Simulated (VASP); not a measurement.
# Ca (Fm-3m) in VASP: density of states with LDA

Aim: the density of states of Ca with LDA.

Everything below comes from runs of VASP 6.6.1. Logs are shortened: lines on timing, memory, paths and dates and some standing lists are left out, and cuts for length are marked.

## (1) The cell of the first run

The structure is cubic, space group Fm-3m (No. 225). Conventional cell: a = 5.338 Å, b = 5.338 Å, c = 5.338 Å, α = 90.00°, β = 90.00°, γ = 90.00°. Within 5.0 Å of Ca (site symmetry m-3m) lie 12 Ca at 3.77 Å.

## (2) Density of states, LDA

Input file POSCAR:

```
Ca
1.0
    0.0000000000      2.6690971253      2.6690971253
    2.6690971253      0.0000000000      2.6690971253
    2.6690971253      2.6690971253      0.0000000000
Ca
1
Direct
    0.0000000000      0.0000000000      0.0000000000
```

Input file INCAR.step1:

```
SYSTEM = Ca
PREC = Accurate ; ENCUT = 520
EDIFF = 1E-7 ; ISMEAR = 0
SIGMA = 0.05 ; LREAL = .FALSE.
LASPH = .TRUE. ; NELM = 60
ALGO = Normal ; ISIF = 2
LWAVE = .FALSE. ; LCHARG = .TRUE.
NBANDS = 11
```

Input file KPOINTS.step1:

```
Automatic mesh
0
G
  14 14 14
  0 0 0
```

Input file INCAR.step2:

```
SYSTEM = Ca
PREC = Accurate ; ENCUT = 520
EDIFF = 1E-7 ; ISMEAR = -5
SIGMA = 0.05 ; LREAL = .FALSE.
LASPH = .TRUE. ; NELM = 60
ALGO = Normal ; ISIF = 2
LWAVE = .FALSE. ; LCHARG = .FALSE.
LORBIT = 11 ; NBANDS = 11
NEDOS = 1001 ; ICHARG = 11
```

Input file KPOINTS.step2:

```
Automatic mesh
0
G
  21 21 21
  0 0 0
```

Potentials or basis: VASP PAW LDA potentials, release 64 (Ca_sv).

Started as:

```bash
> cat potpaw_LDA.64/Ca_sv/POTCAR > POTCAR
> cp INCAR.step1 INCAR
> cp KPOINTS.step1 KPOINTS
> mpirun -np 1 vasp_std > vasp.out
> cp INCAR.step2 INCAR
> cp KPOINTS.step2 KPOINTS
> mpirun -np 1 vasp_std > vasp.out
```

OUTCAR:

```text
SYSTEM = Ca
   PREC = Accurate
   ENCUT = 520
   EDIFF = 1E-7
   ISMEAR = -5
   LREAL = .FALSE.
   LASPH = .TRUE.
   NELM = 60
   ISIF = 2
   LORBIT = 11
   ICHARG = 11

 ion  position               nearest neighbor table
   1  0.000  0.000  0.000-

  LATTYP: Found a face centered cubic cell.
 ALAT       =     5.3381942506

  Lattice vectors:

 A1 = (   0.0000000000,   2.6690971253,   2.6690971253)
 A2 = (   2.6690971253,   0.0000000000,   2.6690971253)
 A3 = (   2.6690971253,   2.6690971253,   0.0000000000)

Analysis of symmetry for initial positions (statically):
=====================================================================
 Subroutine PRICEL returns:
 Original cell was already a primitive cell.

 Routine SETGRP: Setting up the symmetry group for a
 face centered cubic supercell.

 Subroutine GETGRP returns: Found 48 space group operations
 (whereof 48 operations were pure point group operations)
 out of a pool of 48 trial point group operations.

The static configuration has the point symmetry O_h .

Analysis of symmetry for dynamics (positions and initial velocities):
=====================================================================
 Subroutine PRICEL returns:
 Original cell was already a primitive cell.

 Routine SETGRP: Setting up the symmetry group for a
 face centered cubic supercell.

 Subroutine GETGRP returns: Found 48 space group operations
 (whereof 48 operations were pure point group operations)
 out of a pool of 48 trial point group operations.

The dynamic configuration has the point symmetry O_h .

 Subroutine INISYM returns: Found 48 space group operations
 (whereof 48 operations are pure point group operations),
 and found     1 'primitive' translations

----------------------------------------------------------------------------------------

                                     Primitive cell

  volume of cell :      38.0297

  direct lattice vectors                    reciprocal lattice vectors
     0.000000000  2.669097125  2.669097125    -0.187329264  0.187329264  0.187329264
     2.669097125  0.000000000  2.669097125     0.187329264 -0.187329264  0.187329264
     2.669097125  2.669097125  0.000000000     0.187329264  0.187329264 -0.187329264

  length of vectors
     3.774673354  3.774673354  3.774673354     0.324463803  0.324463803  0.324463803

  position of ions in fractional coordinates (direct lattice)
     0.000000000  0.000000000  0.000000000

  ion indices of the primitive-cell ions
   primitive index   ion index
                 1           1

----------------------------------------------------------------------------------------

 KPOINTS: Automatic mesh

Automatic generation of k-mesh.
 Grid dimensions read from file:
 generate k-points for:   21   21   21

 Generating k-lattice:

  Cartesian coordinates                     Fractional coordinates (reciprocal lattice)
    -0.008920441  0.008920441  0.008920441     0.047619048  0.000000000  0.000000000
     0.008920441 -0.008920441  0.008920441     0.000000000  0.047619048  0.000000000
     0.008920441  0.008920441 -0.008920441     0.000000000  0.000000000  0.047619048

  Length of vectors
     0.015450657  0.015450657  0.015450657

  Shift w.r.t. Gamma in fractional coordinates (k-lattice)
     0.000000000  0.000000000  0.000000000

 TETIRR: Found   1276 inequivalent tetrahedra from    55566

 Subroutine IBZKPT returns following result:
 ===========================================

 Found    286 irreducible k-points:

 Following reciprocal coordinates:
            Coordinates               Weight
  0.000000  0.000000  0.000000      1.000000
  0.047619  0.000000  0.000000      8.000000
  0.095238  0.000000  0.000000      8.000000
  0.142857  0.000000  0.000000      8.000000
  0.190476  0.000000  0.000000      8.000000
  0.238095  0.000000  0.000000      8.000000
[... 16 lines left out ...]
 -0.428571  0.047619  0.000000     24.000000
 -0.380952  0.047619  0.000000     24.000000
 [... further k-points ...]
   k-points           NKPTS =    286   k-points in BZ     NKDIM =    286   number of bands    NBANDS=     11
   number of dos      NEDOS =   1001   number of ions     NIONS =      1
   total plane-waves  NPLWV =  21952
   dimension x,y,z NGX =    28 NGY =   28 NGZ =   28
   dimension x,y,z NGXF=    56 NGYF=   56 NGZF=   56
   ions per type =               1
   NGX,Y,Z   is equivalent  to a cutoff of  12.33, 12.33, 12.33 a.u.
   NGXF,Y,Z  is equivalent  to a cutoff of  24.66, 24.66, 24.66 a.u.
 SYSTEM =  Ca
   PREC   = accura    normal or accurate (medium, high low for compatibility)
   ISTART =      0    job   : 0-new  1-cont  2-samecut
   ICHARG =     11    charge: 1-file 2-atom 10-const
   ISPIN  =      1    spin polarized calculation?
   LNONCOLLINEAR =      F non collinear calculations
   LSORBIT =      F    spin-orbit coupling
   LASPH  =      T    aspherical Exc in radial PAW
   ENCUT  =  520.0 eV  38.22 Ry    6.18 a.u.   7.02  7.02  7.02*2*pi/ulx,y,z
   NELM   =     60;   NELMIN=  2; NELMDL=  0     # of ELM steps
   EDIFF  = 0.1E-06   stopping-criterion for ELM
   LREAL  =      F    real-space projection
   EDIFFG = 0.1E-05   stopping-criterion for IOM
   NSW    =      0    number of steps for IOM
   IBRION =     -1    ionic relax: 0-MD 1-quasi-New 2-CG
   NFREE  =      0    steps in history (QN), initial steepest desc. (CG)
   ISIF   =      2    stress and relaxation
   ISYM   =      2    0-nonsym 1-usesym 2-fastsym
   POTIM  = 0.5000    time-step for ionic-motion
   TEBEG  =    0.0;   TEEND  =   0.0 temperature during run
   PSTRESS=    0.0 pullay stress
   NELECT =      10.0000    total number of electrons
   NUPDOWN=      -1.0000    fix difference up-down
   EMIN   =  10.00;   EMAX   =-10.00  energy-range for DOS
   EFERMI =   0.00;   METHOD = LEGACY
   ISMEAR =    -5;   SIGMA  =   0.05  broadening in eV -4-tet -1-fermi 0-gaus
   EFERMI_NEDOS =   21; number of points for ismear=-14 and -15
   IALGO  =     38    algorithm
   IMIX   =      4    mixing-type and parameters
     AMIX     =   0.40;   BMIX     =  1.00
     AMIX_MAG =   1.60;   BMIX_MAG =  1.00
  volume/ion in A,a.u.               =      38.03       256.64
  Fermi-wavevector in a.u.,A,eV,Ry     =   1.048819  1.981980 14.966692  1.100021
  Thomas-Fermi vector in A             =   2.183756
   LORBIT       =     11    0 simple, 1 ext, 2 COOP (PROOUT), +10 PAW based schemes
   GGA     = CA    functional components
   LHFCALC =     F    Hartree Fock is set to
   AEXX    =    0.0000 exact exchange contribution
   IVDW    =     0    specifies the selected vdW correction
   LEPSILON=     F    determine dielectric tensor
   LRPA    =     F    only Hartree local field effects (RPA)
 non-spin polarized calculation
 Fermi weights with tetrahedron method with Bloechl corrections
  energy-cutoff  :      520.00
  volume of cell :       38.03
 maximum number of plane-waves:      1038

 number of electron      10.0000003 magnetization

 Free energy of the ion-electron system (eV)
  ---------------------------------------------------
  ext. energy  EPLUGINS =         0.00000000
  ---------------------------------------------------
  free energy    TOTEN  =        -2.20441247 eV

  energy without entropy =       -2.20441247  energy(sigma->0) =       -2.20441247

 E-fermi :   2.2270     XC(G=0):  -8.3073

 val. band max:        2.2363438426   @ k =  -0.3333   0.3810   0.1429
 cond. band min:       2.1910365085   @ k =  -0.4286   0.2381   0.0000
 fundamental gap:     -0.0453073340
 Fermi energy:         2.2270455628

 k-point     1 :       0.0000    0.0000    0.0000
  band No.  band energies     occupation
      1     -39.1210      2.00000
      2     -20.3112      2.00000
      3     -20.3112      2.00000
      4     -20.3112      2.00000
      5      -1.9935      2.00000
      6       4.5552      0.00000
      7       4.5552      0.00000
      8       4.5552      0.00000
      9       5.7607      0.00000
     10       5.7607      0.00000
     11      11.8701      0.00000

 k-point     2 :       0.0476    0.0000    0.0000
  band No.  band energies     occupation
      1     -39.1205      2.00000
      2     -20.3161      2.00000
      3     -20.3119      2.00000
      4     -20.3119      2.00000
      5      -1.9507      2.00000
      6       4.5093      0.00000
      7       4.5727      0.00000
      8       4.5727      0.00000
      9       5.7450      0.00000
     10       5.7450      0.00000
     11      11.9328      0.00000

 k-point     3 :       0.0952    0.0000    0.0000
  band No.  band energies     occupation
      1     -39.1190      2.00000
      2     -20.3300      2.00000
      3     -20.3138      2.00000
      4     -20.3138      2.00000
      5      -1.8234      2.00000
      6       4.3790      0.00000
      7       4.6201      0.00000
      8       4.6201      0.00000
      9       5.7057      0.00000
     10       5.7057      0.00000
     11      12.0871      0.00000

 k-point     4 :       0.1429    0.0000    0.0000
  band No.  band energies     occupation
      1     -39.1166      2.00000
      2     -20.3518      2.00000
      3     -20.3167      2.00000
      4     -20.3167      2.00000
      5      -1.6150      2.00000
      6       4.1827      0.00000
      7       4.6804      0.00000
      8       4.6804      0.00000
      9       5.6668      0.00000
     10       5.6668      0.00000
     11      11.9972      0.00000
[... 239 lines left out ...]
 k-point    22 :      -0.4762    0.0476    0.0000
  band No.  band energies     occupation
      1     -39.0971      2.00000
      2     -20.5202      2.00000
      3     -20.3432      2.00000
      4     -20.3405      2.00000
      5       1.1566      2.00000
      6       2.2058      1.28814
      7       4.3863      0.00000
      8       4.4603      0.00000
      9       6.5253      0.00000
     10       6.5728      0.00000
     11       7.8921      0.00000

 k-point    23 :      -0.4286    0.0476    0.0000
  band No.  band energies     occupation
      1     -39.0978      2.00000
      2     -20.5142      2.00000
      3     -20.3431      2.00000
      4     -20.3388      2.00000
      5       0.9185      2.00000
      6       2.3940     -0.03967
      7       4.4056      0.00000
      8       4.4784      0.00000
      9       6.4193      0.00000
     10       6.5553      0.00000
     11       8.0374      0.00000

 k-point    24 :      -0.3810    0.0476    0.0000
  band No.  band energies     occupation
      1     -39.0995      2.00000
      2     -20.4998      2.00000
      3     -20.3418      2.00000
      4     -20.3360      2.00000
      5       0.5074      2.00000
      6       2.6917      0.00000
      7       4.4505      0.00000
      8       4.5253      0.00000
      9       6.2430      0.00000
     10       6.4514      0.00000
     11       8.3823      0.00000

 [... further k-points ...]

------------------------ aborting loop because EDIFF is reached ----------------------------------------

  FORCE on cell =-STRESS in cart. coord.  units (eV):
  Direction    XX          YY          ZZ          XY          YZ          ZX
  --------------------------------------------------------------------------------------
  -------------------------------------------------------------------------------------
  Total        0.0063279      0.0063279      0.0063279     -0.0000000     -0.0000000     -0.0000000
  in kB        0.2665925      0.2665925      0.2665925     -0.0000000     -0.0000000     -0.0000000
  external PRESSURE =       0.2665925 kB  Pullay stress =       0.0000000 kB

 VOLUME and BASIS-vectors are now :
 -----------------------------------------------------------------------------
  energy-cutoff  :      520.00
  volume of cell :       38.03
      direct lattice vectors                 reciprocal lattice vectors
     0.000000000  2.669097125  2.669097125    -0.187329264  0.187329264  0.187329264
     2.669097125  0.000000000  2.669097125     0.187329264 -0.187329264  0.187329264
     2.669097125  2.669097125  0.000000000     0.187329264  0.187329264 -0.187329264

 POSITION                                       TOTAL-FORCE (eV/Angst)
 -----------------------------------------------------------------------------------
      0.00000      0.00000      0.00000         0.000000      0.000000      0.000000
 -----------------------------------------------------------------------------------
    total drift:                                0.000000     -0.000000     -0.000000

  FREE ENERGIE OF THE ION-ELECTRON SYSTEM (eV)
  ---------------------------------------------------
  free  energy   TOTEN  =        -2.2044124738 eV

  energy  without entropy=       -2.2044124738  energy(sigma->0) =       -2.20441247

 total charge

# of ion       s       p       d       tot
------------------------------------------
    1        2.095   5.822   0.198   8.115
```

Run time: 82 s. Hardware: 1 thread of Intel Xeon Platinum 8375C at 2.90GHz (Ice Lake), shared host; peak memory 0.23 GiB.

Results:

```yaml
Valence_electrons_inside_the_program's_atomic_spheres: Ca 8.12
```

Caveat: tetrahedron occupations give inexact forces and stress in metals.
